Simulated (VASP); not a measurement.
Input of a VASP 6.6.1 run:

INCAR

```
  PREC = Accurate
  ENCUT = 520
  EDIFF = 1E-6
  ISMEAR = 0
  SIGMA = 0.1
  LREAL = F
  LASPH = T
  NELM = 80
  ALGO = Normal
  ISIF = 2
  LWAVE = F
  LCHARG = F
  GGA = PS
  NBANDS = 16
```

KPOINTS

```
Automatic mesh
0
Gamma
  14 14 14
```

POSCAR

```
CoSi2
1.0
    0.0000000000      2.5054896505      2.5054896505
    2.5054896505      0.0000000000      2.5054896505
    2.5054896505      2.5054896505      0.0000000000
Co Si
1 2
Direct
    0.0000000000      0.0000000000      0.0000000000
    0.2500000000      0.2500000000      0.2500000000
    0.7500000000      0.7500000000      0.7500000000
```

Potentials or basis: VASP PAW PBE potentials, release 64 (Co, Si).

Run with:

```console
$ cat potpaw_PBE.64/Co/POTCAR potpaw_PBE.64/Si/POTCAR > POTCAR
$ mpirun -np 1 vasp_std > vasp.out
```

Question: Estimate the pressure.

Answer: 50.5 GPa.

Question: Predict the band gap on the k mesh.

Answer: Zero (an odd number of electrons rules out a gap without spin polarisation).

Caveat: the cell stands under pressure; the PAW data sets were made with another functional, which shifts forces and pressure a little; the run has no spin polarisation, though such a crystal can be magnetic. Spin polarisation is off, so any magnetic state and its effect on volume and gap are missing.
